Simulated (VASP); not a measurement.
# C (P6_3/mmc) in VASP: relaxation of cell and atoms with PBE

Aim: the relaxation of cell and atoms of C with PBE.

Program: VASP 6.6.1. These are calculated values, not measurements. Logs are shortened: lines on timing, memory, paths and dates and some standing lists are left out, and cuts for length are marked.

### Step 1. The cell of the first run

The structure is hexagonal, space group P6_3/mmc (No. 194). Conventional cell: a = 2.522 Å, b = 2.522 Å, c = 4.119 Å, α = 90.00°, β = 90.00°, γ = 120.00°. C (site symmetry 3m) has 4 C at 1.54 Å within 2.1 Å.

### Step 2. Relaxation of cell and atoms, PBE, non-collinear spin, zero start, spin-orbit coupling

The input, INCAR:

```
ALGO = Normal ; EDIFF = 1E-7
EDIFFG = -0.005 ; ENCUT = 600
GGA = PE ; GGA_COMPAT = F
IBRION = 2 ; ISIF = 3
ISMEAR = 0 ; LASPH = T
LCHARG = F ; LORBIT = 11
LORBMOM = T ; LREAL = F
LSORBIT = T ; LWAVE = F
MAGMOM = 0 0 0 0 0 0 0 0 0 0 0 0 ; NELM = 150
NSW = 100 ; PREC = Accurate
SIGMA = 0.02
```

The input, KPOINTS:

```
k-points
0
Gamma
  12 12 6
```

The input, POSCAR:

```
C
1.0
    2.5220660000      0.0000000000      0.0000000000
   -1.2610330000      2.1841730000      0.0000000000
    0.0000000000      0.0000000000      4.1185170000
C
4
Direct
    0.0000000000      0.0000000000      0.0000000000
    0.0000000000      0.0000000000      0.3750000000
    0.3333333300      0.6666666700      0.5000000000
    0.3333333300      0.6666666700      0.8750000000
```

Potentials or basis: VASP PAW PBE potentials, release 64 (C).

Run with:

```bash
cat potpaw_PBE.64/C/POTCAR > POTCAR
mpirun -np 1 vasp_ncl > vasp.out
```

OUTCAR:

```text
EDIFF = 1E-7
   EDIFFG = -0.005
   ENCUT = 600
   GGA = PE
   IBRION = 2
   ISIF = 3
   ISMEAR = 0
   LASPH = T
   LORBIT = 11
   LREAL = F
   LSORBIT = T
   NELM = 150
   NSW = 100
   PREC = Accurate

 ion  position               nearest neighbor table
   1  0.000  0.000  0.000-   4 1.54   4 1.54   4 1.54   2 1.54
   2  0.000  0.000  0.375-   3 1.54   3 1.54   3 1.54   1 1.54
   3  0.333  0.667  0.500-   2 1.54   2 1.54   2 1.54   4 1.54
   4  0.333  0.667  0.875-   1 1.54   1 1.54   1 1.54   3 1.54

  LATTYP: Found a hexagonal cell.
 ALAT       =     2.5220660000
 C/A-ratio  =     1.6329933475

  Lattice vectors:

 A1 = (   2.5220660000,   0.0000000000,   0.0000000000)
 A2 = (  -1.2610330000,   2.1841730000,   0.0000000000)
 A3 = (   0.0000000000,   0.0000000000,   4.1185170000)

Analysis of symmetry for initial positions (statically):
=====================================================================
 Subroutine PRICEL returns:
 Original cell was already a primitive cell.

 Routine SETGRP: Setting up the symmetry group for a
 hexagonal supercell.

 Subroutine GETGRP returns: Found 24 space group operations
 (whereof  6 operations were pure point group operations)
 out of a pool of 24 trial point group operations.

The static configuration has the point symmetry C_3v.
 The point group associated with its full space group is D_6h.

Analysis of symmetry for dynamics (positions and initial velocities):
=====================================================================
 Subroutine PRICEL returns:
 Original cell was already a primitive cell.

 Routine SETGRP: Setting up the symmetry group for a
 hexagonal supercell.

 Subroutine GETGRP returns: Found 24 space group operations
 (whereof  6 operations were pure point group operations)
 out of a pool of 24 trial point group operations.

The dynamic configuration has the point symmetry C_3v.
 The point group associated with its full space group is D_6h.

Analysis of structural, dynamic, and magnetic symmetry:
=====================================================================
 Subroutine PRICEL returns:
 Original cell was already a primitive cell.

 Routine SETGRP: Setting up the symmetry group for a
 hexagonal supercell.

 Subroutine GETGRP returns: Found 24 space group operations
 (whereof  6 operations were pure point group operations)
 out of a pool of 24 trial point group operations.

The overall configuration has the point symmetry C_3v.
 The point group associated with its full space group is D_6h.

 Subroutine INISYM returns: Found 24 space group operations
 (whereof  6 operations are pure point group operations),
 and found     1 'primitive' translations

----------------------------------------------------------------------------------------

                                     Primitive cell

  volume of cell :      22.6874

  direct lattice vectors                    reciprocal lattice vectors
     2.522066000  0.000000000  0.000000000     0.396500329  0.228919596  0.000000000
    -1.261033000  2.184173000  0.000000000     0.000000000  0.457839191  0.000000000
     0.000000000  0.000000000  4.118517000     0.000000000  0.000000000  0.242805845

  length of vectors
     2.522066000  2.522065804  4.118517000     0.457839156  0.457839191  0.242805845

  position of ions in fractional coordinates (direct lattice)
     0.000000000  0.000000000  0.000000000
     0.000000000  0.000000000  0.375000000
     0.333333330  0.666666670  0.500000000
     0.333333330  0.666666670  0.875000000

  ion indices of the primitive-cell ions
   primitive index   ion index
                 1           1
                 2           2
                 3           3
                 4           4

----------------------------------------------------------------------------------------

 KPOINTS: k-points

Automatic generation of k-mesh.
 Grid dimensions read from file:
 generate k-points for:   12   12    6

 Generating k-lattice:

  Cartesian coordinates                     Fractional coordinates (reciprocal lattice)
     0.033041694  0.019076633  0.000000000     0.083333333 -0.000000000  0.000000000
     0.000000000  0.038153266  0.000000000     0.000000000  0.083333333  0.000000000
     0.000000000  0.000000000  0.040467641     0.000000000  0.000000000  0.166666667

  Length of vectors
     0.038153263  0.038153266  0.040467641

  Shift w.r.t. Gamma in fractional coordinates (k-lattice)
     0.000000000  0.000000000  0.000000000

 Subroutine IBZKPT returns following result:
 ===========================================

 Found     76 irreducible k-points:

 Following reciprocal coordinates:
            Coordinates               Weight
  0.000000  0.000000  0.000000      1.000000
  0.083333  0.000000  0.000000      6.000000
  0.166667  0.000000  0.000000      6.000000
  0.250000  0.000000  0.000000      6.000000
[... 53 lines left out ...]
   EFERMI =   0.00;   METHOD = LEGACY
   ISMEAR =     0;   SIGMA  =   0.02  broadening in eV -4-tet -1-fermi 0-gaus
   EFERMI_NEDOS =   21; number of points for ismear=-14 and -15
   IALGO  =     38    algorithm
   IMIX   =      4    mixing-type and parameters
     AMIX     =   0.40;   BMIX     =  1.00
     AMIX_MAG =   1.60;   BMIX_MAG =  1.00
  volume/ion in A,a.u.               =       5.67        38.28
  Fermi-wavevector in a.u.,A,eV,Ry     =   1.457203  2.753714 28.891161  2.123440
  Thomas-Fermi vector in A             =   2.574032
   LORBIT       =     11    0 simple, 1 ext, 2 COOP (PROOUT), +10 PAW based schemes
   GGA     = PE    functional components
   LHFCALC =     F    Hartree Fock is set to
   AEXX    =    0.0000 exact exchange contribution
   IVDW    =     0    specifies the selected vdW correction
   LEPSILON=     F    determine dielectric tensor
   LRPA    =     F    only Hartree local field effects (RPA)
 conjugate gradient relaxation of ions
 Gauss-broadening in eV      SIGMA  =   0.02
  energy-cutoff  :      600.00
  volume of cell :       22.69
 maximum number of plane-waves:      1548
   NGX = 11   NGY = 11   NGZ = 17

--------------------------------------- Ionic step        1  -------------------------------------------

 number of electron      16.0000001 magnetization       0.0000000      0.0000000      0.0000000

 number of electron      16.0000001 magnetization      -0.0000000     -0.0000000     -0.0000000

 number of electron      16.0000001 magnetization      -0.0000000      0.0000000     -0.0000000

 Free energy of the ion-electron system (eV)
  ---------------------------------------------------
  ext. energy  EPLUGINS =         0.00000000
  ---------------------------------------------------
  free energy    TOTEN  =       -36.25813576 eV

  energy without entropy =      -36.25813576  energy(sigma->0) =      -36.25813576

------------------------ aborting loop because EDIFF is reached ----------------------------------------

  FORCE on cell =-STRESS in cart. coord.  units (eV):
  Direction    XX          YY          ZZ          XY          YZ          ZX
  --------------------------------------------------------------------------------------
  -------------------------------------------------------------------------------------
  Total       -0.7211820     -0.7211819      2.8054093      0.0000000      0.0000000      0.0000000
  in kB      -50.9297024    -50.9296919    198.1173296      0.0000000      0.0000000      0.0000000
  external PRESSURE =      32.0859784 kB  Pullay stress =       0.0000000 kB
[... 31 lines left out ...]
 number of electron      15.9999999 magnetization      -0.0000000     -0.0000000      0.0000000

 number of electron      15.9999999 magnetization       0.0000000      0.0000000     -0.0000000

 E-fermi :   9.8876     XC(G=0): -13.1692

 val. band max:        9.7843099718   @ k =   0.0000   0.0000   0.0000
 cond. band min:      13.0891190672   @ k =   0.3333   0.3333   0.0000
 fundamental gap:      3.3048090953
 Fermi energy:         9.8875690900

 k-point     1 :       0.0000    0.0000    0.0000
  band No.  band energies     occupation
      1     -11.7907      1.00000
      2     -11.7907      1.00000
      3      -6.6183      1.00000
      4      -6.6183      1.00000
      5      -3.7058      1.00000
      6      -3.7058      1.00000
[... 876 lines left out ...]
 number of electron      16.0000000 magnetization       0.0000000     -0.0000000      0.0000000

 number of electron      16.0000000 magnetization      -0.0000000      0.0000000     -0.0000000

 Free energy of the ion-electron system (eV)
  ---------------------------------------------------
  ext. energy  EPLUGINS =         0.00000000
  ---------------------------------------------------
  free energy    TOTEN  =       -36.28189624 eV

  energy without entropy =      -36.28189624  energy(sigma->0) =      -36.28189624

 E-fermi :  10.0432     XC(G=0): -13.2124

 val. band max:        9.9214529455   @ k =   0.0000   0.0000   0.0000
 cond. band min:      13.2604249449   @ k =   0.3333   0.3333   0.0000
 fundamental gap:      3.3389719994
 Fermi energy:        10.0432072313

 k-point     1 :       0.0000    0.0000    0.0000
  band No.  band energies     occupation
      1     -11.7774      1.00000
      2     -11.7774      1.00000
      3      -6.2419      1.00000
      4      -6.2419      1.00000
      5      -3.6902      1.00000
      6      -3.6902      1.00000
[... 670 lines left out ...]
  FREE ENERGIE OF THE ION-ELECTRON SYSTEM (eV)
  ---------------------------------------------------
  free  energy   TOTEN  =       -36.2818962356 eV

  energy  without entropy=      -36.2818962356  energy(sigma->0) =      -36.28189624

 reached required accuracy - stopping structural energy minimisation

 orbital moment (x)

 # of ion     p       tot
 --------------------------------
  1        -0.000  -0.000
  2         0.000   0.000
  3         0.000   0.000
  4        -0.000  -0.000
 --------------------------------
           -0.000  -0.000

 orbital moment (y)

 # of ion     p       tot
 --------------------------------
  1         0.000   0.000
  2        -0.000  -0.000
  3        -0.000  -0.000
  4         0.000   0.000
 --------------------------------
            0.000   0.000

 orbital moment (z)

 # of ion     p       tot
 --------------------------------
  1         0.000   0.000
  2         0.000   0.000
  3        -0.000  -0.000
  4         0.000   0.000
 --------------------------------
            0.000   0.000

 Spin-Orbit-Coupling matrix elements

 Ion:    1  E_soc:     -0.0000135
 l=   1
     0.0000000    -0.0000023    -0.0000022
    -0.0000023     0.0000000    -0.0000023
    -0.0000022    -0.0000023     0.0000000
 l=   2
     0.0000000     0.0000000     0.0000000     0.0000000     0.0000000
     0.0000000     0.0000000     0.0000000     0.0000000     0.0000000
     0.0000000     0.0000000     0.0000000     0.0000000     0.0000000
     0.0000000     0.0000000     0.0000000     0.0000000     0.0000000
     0.0000000     0.0000000     0.0000000     0.0000000     0.0000000
 l=   3
     0.0000000     0.0000000     0.0000000     0.0000000     0.0000000     0.0000000     0.0000000
     0.0000000     0.0000000     0.0000000     0.0000000     0.0000000     0.0000000     0.0000000
     0.0000000     0.0000000     0.0000000     0.0000000     0.0000000     0.0000000     0.0000000
     0.0000000     0.0000000     0.0000000     0.0000000     0.0000000     0.0000000     0.0000000
[... 49 lines left out ...]
 l=   2
     0.0000000     0.0000000     0.0000000     0.0000000     0.0000000
     0.0000000     0.0000000     0.0000000     0.0000000     0.0000000
     0.0000000     0.0000000     0.0000000     0.0000000     0.0000000
     0.0000000     0.0000000     0.0000000     0.0000000     0.0000000
     0.0000000     0.0000000     0.0000000     0.0000000     0.0000000
 l=   3
     0.0000000     0.0000000     0.0000000     0.0000000     0.0000000     0.0000000     0.0000000
     0.0000000     0.0000000     0.0000000     0.0000000     0.0000000     0.0000000     0.0000000
     0.0000000     0.0000000     0.0000000     0.0000000     0.0000000     0.0000000     0.0000000
     0.0000000     0.0000000     0.0000000     0.0000000     0.0000000     0.0000000     0.0000000
     0.0000000     0.0000000     0.0000000     0.0000000     0.0000000     0.0000000     0.0000000
     0.0000000     0.0000000     0.0000000     0.0000000     0.0000000     0.0000000     0.0000000
     0.0000000     0.0000000     0.0000000     0.0000000     0.0000000     0.0000000     0.0000000

 total charge

# of ion       s       p       d       tot
------------------------------------------
    1        0.828   1.741   0.000   2.568
    2        0.828   1.741   0.000   2.568
    3        0.828   1.741   0.000   2.568
    4        0.828   1.741   0.000   2.568
--------------------------------------------------
tot          3.311   6.963   0.000  10.274

 magnetization (x)

# of ion       s       p       d       tot
------------------------------------------
    1        0.000  -0.000   0.000  -0.000
    2       -0.000   0.000   0.000   0.000
    3       -0.000   0.000   0.000   0.000
    4        0.000  -0.000   0.000  -0.000
--------------------------------------------------
tot          0.000  -0.000   0.000  -0.000

 magnetization (y)

# of ion       s       p       d       tot
------------------------------------------
    1        0.000  -0.000   0.000   0.000
    2        0.000  -0.000   0.000  -0.000
    3       -0.000   0.000   0.000  -0.000
    4        0.000   0.000   0.000   0.000
--------------------------------------------------
tot          0.000  -0.000   0.000  -0.000

 magnetization (z)

# of ion       s       p       d       tot
------------------------------------------
    1       -0.000  -0.000   0.000  -0.000
    2        0.000   0.000   0.000   0.000
    3       -0.000  -0.000   0.000  -0.000
    4        0.000   0.000   0.000   0.000
--------------------------------------------------
tot          0.000   0.000   0.000   0.000
```

It took 8.8 min on 1 thread of Oxide Virtual Turin-like, shared host; peak memory 0.2 GiB.

What came out:

```
Free energy                                           : -36.2819 eV
Relaxed volume                                        : 5.71 Å³/atom
Relaxed cell                                          : a = 2.512 Å, b = 2.512 Å, c = 4.181 Å, α = 90.00°, β = 90.00°, γ = 120.00°
Space group after relaxing (to 0.1 Å)                 : P6_3/mmc (No. 194)
Energy gained by relaxing                             : 5.9 meV/atom
Ionic steps                                           : 8
Pressure after relaxing                               : 0.0 GPa
Net moment                                            : 0.00 μB per cell
Valence electrons inside the program's atomic spheres : C 2.57
```

Forces on the atoms (eV/Å):
```
C    0.000  0.000  0.003
C    0.000  0.000 -0.003
C    0.000  0.000  0.003
C    0.000  0.000 -0.003
```

Stress tensor (GPa, compression positive):
```
 0.05  0.00  0.00
 0.00  0.05  0.00
 0.00  0.00 -0.13
```

Step by step:
| step | energy change (eV) | largest force (eV/Å) | pressure (GPa) | volume (Å³) |
| --- | --- | --- | --- | --- |
| 1 | 0.0000 | 0.0401 | 3.21 | 22.69 |
| 2 | 0.0103 | 0.0951 | -3.79 | 23.05 |
| 3 | -0.0237 | 0.0046 | -0.32 | 22.85 |
| 4 | -0.0237 | 0.0056 | -0.25 | 22.85 |
| 5 | -0.0237 | 0.0087 | 0.30 | 22.82 |
| 6 | -0.0238 | 0.0018 | 0.03 | 22.83 |
| 7 | -0.0238 | 0.0016 | 0.03 | 22.84 |
| 8 | -0.0238 | 0.0027 | -0.01 | 22.84 |

Final structure:
```
CELL_PARAMETERS angstrom
2.51152 0.00000 0.00000
-1.25576 2.17504 0.00000
0.00000 0.00000 4.18063
ATOMIC_POSITIONS crystal
C 0.00000 0.00000 0.00023
C 0.00000 0.00000 0.37477
C 0.33333 0.66667 0.50023
C 0.33333 0.66667 0.87477
```

Moments on the atoms (μB; x, y, z):
```
C   0.00 0.00 0.00
C   0.00 0.00 0.00
C   0.00 0.00 0.00
C   0.00 0.00 0.00
```
